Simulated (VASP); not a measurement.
Runs of VASP 6.6.1 on SnO. The structure is that of space group P4/nmm (No. 129), or close to it. The cells are those of the table. 

| cell | gap on the mesh (eV) | pressure (GPa) | largest force (eV/Å) |
| --- | --- | --- | --- |
| a = 3.798, b = 3.798, c = 9.575 Å, 8 atoms | none | 1.8 | 0.20 |
| a = 3.836, b = 3.836, c = 9.518 Å, 8 atoms | none | 0.3 | 0.08 |
| a = 3.759, b = 3.759, c = 9.640 Å, 8 atoms | none | 2.6 | 0.08 |
| a = 3.798, b = 3.798, c = 9.423 Å, 8 atoms | none | 1.8 | 0.08 |
| a = 3.759, b = 3.759, c = 9.632 Å, 8 atoms | none | (a) | (b) |

Alike in all rows: task single point; level PBE+D3(BJ); potentials or basis VASP PAW PBE potentials, release 64 (Sn_d, O); no spin polarisation; k mesh 10 × 10 × 4; cutoff (eV) 520; smearing gaussian 0.1 eV.

Question: Fill in the values left out.

Answer: (a) 3.1; (b) 0.22.

Caveats: spin-orbit coupling is left out, which moves the levels of the heavy elements; pairwise dispersion overbinds metals, which lowers pressure and volume.

A k mesh can miss the band edges, and the runs leave out spin-orbit coupling on Sn.

A gap of «none» marks levels without a gap at the run's occupations.
